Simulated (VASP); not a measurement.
Write the native input for VASP 6.6.1 that does the following.

| Property | Result |
| --- | --- |
| Task | single point |
| Functional | PBEsol |
| Potentials or basis | VASP PAW PBE potentials, release 64 (Sn_d, O) |
| Cutoff | 520 eV |
| k mesh | 9 × 9 × 9 |
| Occupations | fermi-dirac, width 0.05 eV |
| Spin | no spin polarisation |
| Dipole correction | no |
| Further INCAR settings | ALGO = Normal; EDIFF = 1e-06; NBANDS = 20 |

The structure of SnO2 lies in POSCAR:

```
SnO2
1.0
    0.0000000000      2.6246363468      2.6246363468
    2.6246363468      0.0000000000      2.6246363468
    2.6246363468      2.6246363468      0.0000000000
Sn O
1 2
Direct
    0.0000000000      0.0000000000      0.0000000000
    0.7500000000      0.7500000000      0.7500000000
    0.2500000000      0.2500000000      0.2500000000
```

This cell differs from its parent crystal: volume scaled by 1.06.

The input as run:

INCAR

```
SYSTEM = SnO2
PREC = Accurate
ENCUT = 520
EDIFF = 1E-6
ISMEAR = -1
SIGMA = 0.05
LREAL = .FALSE.
LASPH = .TRUE.
NELM = 80
ALGO = Normal
ISIF = 2
LWAVE = .FALSE.
LCHARG = .FALSE.
GGA = PS
NBANDS = 20
```

KPOINTS

```
regular mesh
0
G
  9 9 9
  0 0 0
```

Potentials or basis: VASP PAW PBE potentials, release 64 (Sn_d, O).

Launch:

```sh
$ cat potpaw_PBE.64/Sn_d/POTCAR potpaw_PBE.64/O/POTCAR > POTCAR
$ mpirun -np 1 vasp_std > vasp.out
```

It gave:

```yaml
Pressure: -15.4 GPa
Band_gap_on_the_k_mesh: zero (band 13 reaches 6.35 eV, above the bottom of band 14 at 5.63 eV)
```

Caveat: the PAW data sets were made with another functional, which shifts forces and pressure a little; spin-orbit coupling is left out, which moves the levels of the heavy elements.

Run time: 32 s on 1 thread of Intel(R) Xeon(R) Platinum 8488C (Sapphire Rapids) (shared host), peak memory 0.17 GiB.
